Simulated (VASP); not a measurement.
# AlNi (WC type) (P-6m2) in VASP: further runs

Runs on AlNi (WC type). Level: PBE. Tasks: single point.

Everything below comes from runs of VASP 6.6.1. Logs are shortened: lines on timing, memory, paths and dates and some standing lists are left out, and cuts for length are marked.

### 1 The cell of the first run

Symmetry: P-6m2, No. 187, hexagonal system. The conventional cell has a = 2.533 Å, b = 2.533 Å, c = 3.624 Å, α = 90.00°, β = 90.00°, γ = 120.00°. Within 3.1 Å of Ni (site symmetry -6m2) lie 6 Al at 2.33 Å and 6 Ni at 2.53 Å. Within 3.1 Å of Al (site symmetry -6m2) lie 6 Ni at 2.33 Å and 6 Al at 2.53 Å.

### 2 Single point, PBE (volume scaled by 0.8)

INCAR

```
PREC     = Accurate       # precision mode
ENCUT    = 520            # plane-wave cutoff, eV
EDIFF    = 1E-6           # SCF threshold, eV
ISMEAR   = -1             # smearing method
SIGMA    = 0.08           # smearing width, eV
LREAL    = False          # projectors in reciprocal space
LASPH    = True           # aspherical terms in the spheres
NELM     = 80             # most SCF steps
ALGO     = Normal         # electronic algorithm
ISIF     = 2              # what is computed and relaxed
LWAVE    = False          # write WAVECAR
LCHARG   = False          # write CHGCAR
GGA      = PE             # functional
NBANDS   = 14             # bands
```

KPOINTS

```
regular mesh
0
Gamma
  15 15 13
```

POSCAR

```
AlNi
1.0
    2.5332298721      0.0000000000      0.0000000000
   -1.2666149360      2.1938414229      0.0000000000
    0.0000000000      0.0000000000      3.6241874412
Ni Al
1 1
Direct
    0.0000000000      0.0000000000      0.0000000000
    0.3333333333      0.6666666667      0.5000000000
```

Potentials or basis: VASP PAW PBE potentials, release 64 (Ni, Al).

Command:

```console
$ cat potpaw_PBE.64/Ni/POTCAR potpaw_PBE.64/Al/POTCAR > POTCAR
$ mpirun -np 1 vasp_std > vasp.out
```

OUTCAR:

```text
PREC = Accurate
   ENCUT = 520
   EDIFF = 1E-6
   ISMEAR = -1
   LREAL = False
   LASPH = True
   NELM = 80
   ISIF = 2
   GGA = PE

 ion  position               nearest neighbor table
   1  0.000  0.000  0.000-   2 2.33   2 2.33   2 2.33   2 2.33   2 2.33   2 2.33
   2  0.333  0.667  0.500-   1 2.33   1 2.33   1 2.33   1 2.33   1 2.33   1 2.33

  LATTYP: Found a hexagonal cell.
 ALAT       =     2.5332298721
 C/A-ratio  =     1.4306587338

  Lattice vectors:

 A1 = (   2.5332298721,   0.0000000000,   0.0000000000)
 A2 = (  -1.2666149360,   2.1938414229,   0.0000000000)
 A3 = (   0.0000000000,   0.0000000000,   3.6241874412)

Analysis of symmetry for initial positions (statically):
=====================================================================
 Subroutine PRICEL returns:
 Original cell was already a primitive cell.

 Routine SETGRP: Setting up the symmetry group for a
 hexagonal supercell.

 Subroutine GETGRP returns: Found 12 space group operations
 (whereof 12 operations were pure point group operations)
 out of a pool of 24 trial point group operations.

The static configuration has the point symmetry D_3h.

Analysis of symmetry for dynamics (positions and initial velocities):
=====================================================================
 Subroutine PRICEL returns:
 Original cell was already a primitive cell.

 Routine SETGRP: Setting up the symmetry group for a
 hexagonal supercell.

 Subroutine GETGRP returns: Found 12 space group operations
 (whereof 12 operations were pure point group operations)
 out of a pool of 24 trial point group operations.

The dynamic configuration has the point symmetry D_3h.

 Subroutine INISYM returns: Found 12 space group operations
 (whereof 12 operations are pure point group operations),
 and found     1 'primitive' translations

----------------------------------------------------------------------------------------

                                     Primitive cell

  volume of cell :      20.1414

  direct lattice vectors                    reciprocal lattice vectors
     2.533229872  0.000000000  0.000000000     0.394752964  0.227910730  0.000000000
    -1.266614936  2.193841423  0.000000000     0.000000000  0.455821460  0.000000000
     0.000000000  0.000000000  3.624187441     0.000000000  0.000000000  0.275923918

  length of vectors
     2.533229872  2.533229872  3.624187441     0.455821460  0.455821460  0.275923918

  position of ions in fractional coordinates (direct lattice)
     0.000000000  0.000000000  0.000000000
     0.333333333  0.666666667  0.500000000

  ion indices of the primitive-cell ions
   primitive index   ion index
                 1           1
                 2           2

----------------------------------------------------------------------------------------

 KPOINTS: regular mesh

Automatic generation of k-mesh.
 Grid dimensions read from file:
 generate k-points for:   15   15   13

 Generating k-lattice:

  Cartesian coordinates                     Fractional coordinates (reciprocal lattice)
     0.026316864  0.015194049  0.000000000     0.066666667 -0.000000000  0.000000000
     0.000000000  0.030388097  0.000000000     0.000000000  0.066666667  0.000000000
     0.000000000  0.000000000  0.021224917     0.000000000  0.000000000  0.076923077

  Length of vectors
     0.030388097  0.030388097  0.021224917

  Shift w.r.t. Gamma in fractional coordinates (k-lattice)
     0.000000000  0.000000000  0.000000000

 Subroutine IBZKPT returns following result:
 ===========================================

 Found    189 irreducible k-points:

 Following reciprocal coordinates:
            Coordinates               Weight
  0.000000  0.000000  0.000000      1.000000
  0.066667  0.000000  0.000000      6.000000
  0.133333  0.000000  0.000000      6.000000
  0.200000  0.000000  0.000000      6.000000
  0.266667  0.000000  0.000000      6.000000
  0.333333  0.000000  0.000000      6.000000
[... 16 lines left out ...]
  0.333333  0.200000  0.000000     12.000000
  0.400000  0.200000  0.000000      6.000000
 [... further k-points ...]
   k-points           NKPTS =    189   k-points in BZ     NKDIM =    189   number of bands    NBANDS=     14
   number of dos      NEDOS =    301   number of ions     NIONS =      2
   total plane-waves  NPLWV =  11200
   dimension x,y,z NGX =    20 NGY =   20 NGZ =   28
   dimension x,y,z NGXF=    40 NGYF=   40 NGZF=   56
   ions per type =               1   1
   NGX,Y,Z   is equivalent  to a cutoff of  13.13, 13.13, 12.84 a.u.
   NGXF,Y,Z  is equivalent  to a cutoff of  26.25, 26.25, 25.69 a.u.
 SYSTEM =  unknown system
   PREC   = accura    normal or accurate (medium, high low for compatibility)
   ISTART =      0    job   : 0-new  1-cont  2-samecut
   ICHARG =      2    charge: 1-file 2-atom 10-const
   ISPIN  =      1    spin polarized calculation?
   LNONCOLLINEAR =      F non collinear calculations
   LSORBIT =      F    spin-orbit coupling
   LASPH  =      T    aspherical Exc in radial PAW
   ENCUT  =  520.0 eV  38.22 Ry    6.18 a.u.   4.71  4.71  6.74*2*pi/ulx,y,z
   NELM   =     80;   NELMIN=  2; NELMDL= -5     # of ELM steps
   EDIFF  = 0.1E-05   stopping-criterion for ELM
   LREAL  =      F    real-space projection
   EDIFFG = 0.1E-04   stopping-criterion for IOM
   NSW    =      0    number of steps for IOM
   IBRION =     -1    ionic relax: 0-MD 1-quasi-New 2-CG
   NFREE  =      0    steps in history (QN), initial steepest desc. (CG)
   ISIF   =      2    stress and relaxation
   ISYM   =      2    0-nonsym 1-usesym 2-fastsym
   POTIM  = 0.5000    time-step for ionic-motion
   TEBEG  =    0.0;   TEEND  =   0.0 temperature during run
   PSTRESS=    0.0 pullay stress
   NELECT =      13.0000    total number of electrons
   NUPDOWN=      -1.0000    fix difference up-down
   EMIN   =  10.00;   EMAX   =-10.00  energy-range for DOS
   EFERMI =   0.00;   METHOD = LEGACY
   ISMEAR =    -1;   SIGMA  =   0.08  broadening in eV -4-tet -1-fermi 0-gaus
   EFERMI_NEDOS =   21; number of points for ismear=-14 and -15
   IALGO  =     38    algorithm
   IMIX   =      4    mixing-type and parameters
     AMIX     =   0.40;   BMIX     =  1.00
     AMIX_MAG =   1.60;   BMIX_MAG =  1.00
  volume/ion in A,a.u.               =      10.07        67.96
  Fermi-wavevector in a.u.,A,eV,Ry     =   1.414792  2.673568 27.233899  2.001635
  Thomas-Fermi vector in A             =   2.536297
   LORBIT       =      0    0 simple, 1 ext, 2 COOP (PROOUT), +10 PAW based schemes
   GGA     = PE    functional components
   LHFCALC =     F    Hartree Fock is set to
   AEXX    =    0.0000 exact exchange contribution
   IVDW    =     0    specifies the selected vdW correction
   LEPSILON=     F    determine dielectric tensor
   LRPA    =     F    only Hartree local field effects (RPA)
 non-spin polarized calculation
  energy-cutoff  :      520.00
  volume of cell :       20.14
 maximum number of plane-waves:       565
 NGX is ok and might be reduce to    20
   NGX =  9   NGY =  9   NGZ = 13

 number of electron      13.0000000 magnetization

 Free energy of the ion-electron system (eV)
  ---------------------------------------------------
  ext. energy  EPLUGINS =         0.00000000
  ---------------------------------------------------
  free energy    TOTEN  =        -9.50160681 eV

  energy without entropy =       -9.48729112  energy(sigma->0) =       -9.49444896

 E-fermi :  12.3513     XC(G=0): -12.8994

 val. band max:       12.3305900398   @ k =   0.2667   0.2000   0.3846
 cond. band min:      12.3905092805   @ k =   0.4000   0.1333   0.2308
 fundamental gap:      0.0599192407
 Fermi energy:        12.3512891051

 k-point     1 :       0.0000    0.0000    0.0000
  band No.  band energies     occupation
      1      -0.1428      2.00000
      2       7.5681      2.00000
      3      10.0404      2.00000
      4      10.0404      2.00000
      5      10.2198      2.00000
      6      10.6708      2.00000
      7      10.6708      2.00000
      8      15.6349      0.00000
      9      26.8453      0.00000
     10      26.8453      0.00000
     11      30.2545      0.00000
     12      30.2545      0.00000
     13      30.7164      0.00000
     14      33.5257      0.00000

 k-point     2 :       0.0667    0.0000    0.0000
  band No.  band energies     occupation
      1      -0.0039      2.00000
      2       7.6501      2.00000
      3       9.8066      2.00000
      4       9.9793      2.00000
      5      10.1036      2.00000
      6      10.6526      2.00000
      7      11.1890      2.00000
      8      15.6814      0.00000
      9      25.2835      0.00000
     10      26.2830      0.00000
     11      29.2420      0.00000
     12      30.9950      0.00000
     13      32.4548      0.00000
     14      33.7419      0.00000

 k-point     3 :       0.1333    0.0000    0.0000
  band No.  band energies     occupation
      1       0.4096      2.00000
      2       7.8762      2.00000
      3       9.3264      2.00000
      4       9.8136      2.00000
      5      10.2863      2.00000
      6      10.6014      2.00000
      7      11.9829      1.98019
      8      15.8205      0.00000
      9      22.6328      0.00000
     10      25.2346      0.00000
     11      28.1528      0.00000
     12      31.5027      0.00000
     13      32.5639      0.00000
     14      34.0077      0.00000
[... 324 lines left out ...]
 k-point    23 :       0.3333    0.2000    0.0000
  band No.  band energies     occupation
      1       5.8141      2.00000
      2       8.3197      2.00000
      3       8.4966      2.00000
      4       8.6859      2.00000
      5       9.7034      2.00000
      6      11.8394      1.99668
      7      13.4723      0.00000
      8      15.9185      0.00000
      9      17.7984      0.00000
     10      20.8127      0.00000
     11      22.6129      0.00000
     12      25.4571      0.00000
     13      25.7066      0.00000
     14      29.2874      0.00000

 k-point    24 :       0.4000    0.2000    0.0000
  band No.  band energies     occupation
      1       6.6123      2.00000
      2       7.8891      2.00000
      3       8.5079      2.00000
      4       8.5656      2.00000
      5       9.6394      2.00000
      6      11.9006      1.99288
      7      13.0861      0.00021
      8      15.8190      0.00000
      9      18.4588      0.00000
     10      21.4147      0.00000
     11      21.7809      0.00000
     12      24.5410      0.00000
     13      25.5777      0.00000
     14      29.1464      0.00000

 [... further k-points ...]
[... 5 lines left out ...]
  --------------------------------------------------------------------------------------
  -------------------------------------------------------------------------------------
  Total        6.4940589      6.4940589      6.4694699      0.0000000      0.0000000      0.0000000
  in kB      516.5784961    516.5784961    514.6225316      0.0000000      0.0000000      0.0000000
  external PRESSURE =     515.9265079 kB  Pullay stress =       0.0000000 kB

 VOLUME and BASIS-vectors are now :
 -----------------------------------------------------------------------------
  energy-cutoff  :      520.00
  volume of cell :       20.14
      direct lattice vectors                 reciprocal lattice vectors
     2.533229872  0.000000000  0.000000000     0.394752964  0.227910730  0.000000000
    -1.266614936  2.193841423  0.000000000     0.000000000  0.455821460  0.000000000
     0.000000000  0.000000000  3.624187441     0.000000000  0.000000000  0.275923918

 POSITION                                       TOTAL-FORCE (eV/Angst)
 -----------------------------------------------------------------------------------
      0.00000      0.00000      0.00000         0.000000     -0.000000      0.000000
     -0.00000      1.46256      1.81209         0.000000      0.000000      0.000000
 -----------------------------------------------------------------------------------
    total drift:                                0.000000     -0.000000      0.000000

  FREE ENERGIE OF THE ION-ELECTRON SYSTEM (eV)
  ---------------------------------------------------
  free  energy   TOTEN  =        -9.5016068056 eV

  energy  without entropy=       -9.4872911229  energy(sigma->0) =       -9.49444896
```

Run time: 26 s. Hardware: 1 thread of Intel Xeon 6975P-C, shared host; peak memory 0.17 GiB.

Results:

| Item | Value |
| --- | --- |
| Free energy | -9.5016 eV |
| Pressure | 51.6 GPa |

Caveat: the cell differs from its parent crystal (volume scaled by 0.8). Spin polarisation is off, so any magnetic state and its effect on volume and gap are missing.

### 3 Single point, PBE

This run uses another cell than the first one, of 11.08 Å³/atom, 1.100 times its volume.

INCAR

```
SYSTEM = AlNi
ALGO = Normal
EDIFF = 1E-6
ENCUT = 520
GGA = PE
ISIF = 2
ISMEAR = -1
LASPH = .True.
LCHARG = .True.
LELF = .True.
LREAL = .False.
LVHAR = .True.
LWAVE = .False.
NBANDS = 14
NELM = 80
PREC = Accurate
SIGMA = 0.08
```

KPOINTS

```
k-points
0
Gamma
  15 15 13
  0 0 0
```

POSCAR

```
AlNi
1.0
    2.6252984938      0.0000000000      0.0000000000
   -1.3126492469      2.2735751882      0.0000000000
    0.0000000000      0.0000000000      3.7118905218
Ni Al
1 1
Direct
    0.0000000000      0.0000000000      0.0000000000
    0.3333333333      0.6666666667      0.5000000000
```

Potentials or basis: VASP PAW PBE potentials, release 64 (Ni, Al).

Command:

```console
$ cat potpaw_PBE.64/Ni/POTCAR potpaw_PBE.64/Al/POTCAR > POTCAR
$ mpirun -np 1 vasp_std > vasp.out
```

Wall time 34 s (1 thread of Intel Xeon 6975P-C, shared host); peak memory 0.18 GiB.

The run converged. Its results:

```
Free energy : -9.9650 eV
Pressure    : 23.8 GPa
```

Stress tensor (GPa, compression positive):
```
23.88  0.00  0.00
 0.00 23.88  0.00
 0.00  0.00 23.65
```

Levels at points of the mesh, in eV from the Fermi level:
| k point | band 4 | band 5 | band 6 | band 7 | band 8 | band 9 | band 10 | band 11 |
| --- | --- | --- | --- | --- | --- | --- | --- | --- |
| (0.00, 0.00, 0.00) | -2.04 | -1.82 | -1.53 | -1.53 | 3.14 | 13.73 | 13.73 | 16.28 |

Spin polarisation is off, so any magnetic state and its effect on volume and gap are missing.

[end of part 1 of 2]
